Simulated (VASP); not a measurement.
Runs of VASP 6.6.1 on SrO. The structure is that of space group Fm-3m (No. 225), or close to it. The cells are those of the table. 

| task | cell | gap on the mesh (eV) | pressure (GPa) |
| --- | --- | --- | --- |
| relaxation of cell and atoms | relaxed to 10 GPa from a = 3.629 Å, angles 60.0°, 2 atoms | 3.22 | 10.0 |
| single point | a = 3.646 Å, angles 60.0°, 2 atoms | 3.27 | (b) |
| single point | a = 3.558 Å, angles 60.0°, 2 atoms | 3.22 | 10.7 |
| relaxation of cell and atoms | relaxed from a = 3.629 Å, angles 60.0°, 2 atoms | 3.28 | 0.0 |
| relaxation of cell and atoms | relaxed to -2 GPa from a = 3.629 Å, angles 60.0°, 2 atoms | 3.29 | -2.0 |
| relaxation of cell and atoms | relaxed to 2 GPa from a = 3.629 Å, angles 60.0°, 2 atoms | 3.27 | 2.0 |
| single point | a = 3.610 Å, angles 60.0°, 2 atoms | 3.25 | 5.6 |
| relaxation of cell and atoms | relaxed to 5 GPa from a = 3.629 Å, angles 60.0°, 2 atoms | (a) | 5.0 |

Alike in all rows: level PBE; potentials or basis VASP PAW PBE potentials, release 64 (Sr_sv, O); no spin polarisation; k mesh 6 × 6 × 6; cutoff (eV) 600; smearing gaussian 0.01 eV.

Fill in the values left out.

(a) 3.26; (b) 2.5.

Caveats: the cell is relaxed towards a set pressure, so the run minimises the enthalpy, not the energy (at least some runs); the cell stands under pressure (at least some runs).

A k mesh can miss the band edges, and the runs leave out spin-orbit coupling on Sr.
